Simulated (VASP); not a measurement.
A run of VASP 6.6.1 is set up as follows.

File INCAR:

```
SYSTEM = BeZn5Se6
PREC = Accurate
ENCUT = 520
EDIFF = 1E-6
ISMEAR = 0
SIGMA = 0.1
LREAL = .FALSE.
LASPH = .TRUE.
NELM = 80
ALGO = Normal
ISIF = 2
LWAVE = .FALSE.
LCHARG = .FALSE.
GGA = PE
NBANDS = 61
```

File KPOINTS:

```
regular mesh
0
G
  4 4 1
  0 0 0
```

POSCAR

```
BeZn5Se6
1.0
    3.9774399000      0.0000000000      0.0000000000
    0.0000000000      3.9774399000      0.0000000000
    0.0000000000      0.0000000000     17.0262316000
Be Zn Se
1 5 6
Direct
    0.5000000000      0.5000000000      0.5000000000
    0.0000000000      0.0000000000      0.6562410000
    0.5000000000      0.5000000000      0.8280950000
    0.0000000000      0.0000000000      0.0000000000
    0.5000000000      0.5000000000      0.1719050000
    0.0000000000      0.0000000000      0.3437590000
    0.5000000000      0.0000000000      0.7421470000
    0.0000000000      0.5000000000      0.9140430000
    0.5000000000      0.0000000000      0.0859570000
    0.0000000000      0.5000000000      0.2578530000
    0.5000000000      0.0000000000      0.4304250000
    0.0000000000      0.5000000000      0.5695750000
```

Potentials or basis: VASP PAW PBE potentials, release 64 (Be, Zn, Se).

The run is started by

```console
$ cat potpaw_PBE.64/Be/POTCAR potpaw_PBE.64/Zn/POTCAR potpaw_PBE.64/Se/POTCAR > POTCAR
$ mpirun -np 1 vasp_std > vasp.out
```

Task: What does it give for the largest force?

Result: 0.024 eV/Å.

Task: Predict the band gap on the k mesh.

Result: 1.44 eV.

Task: Estimate the pressure.

Result: 0.3 GPa.

Forces on the atoms (eV/Å):
```
Be   0.000  0.000  0.000
Zn   0.000  0.000  0.002
Zn   0.000  0.000  0.002
Zn   0.000  0.000  0.000
Zn   0.000  0.000 -0.002
Zn   0.000  0.000 -0.002
Se   0.000  0.000 -0.001
Se   0.000  0.000 -0.002
Se   0.000  0.000  0.002
Se   0.000  0.000  0.001
Se   0.000  0.000  0.024
Se   0.000  0.000 -0.024
```
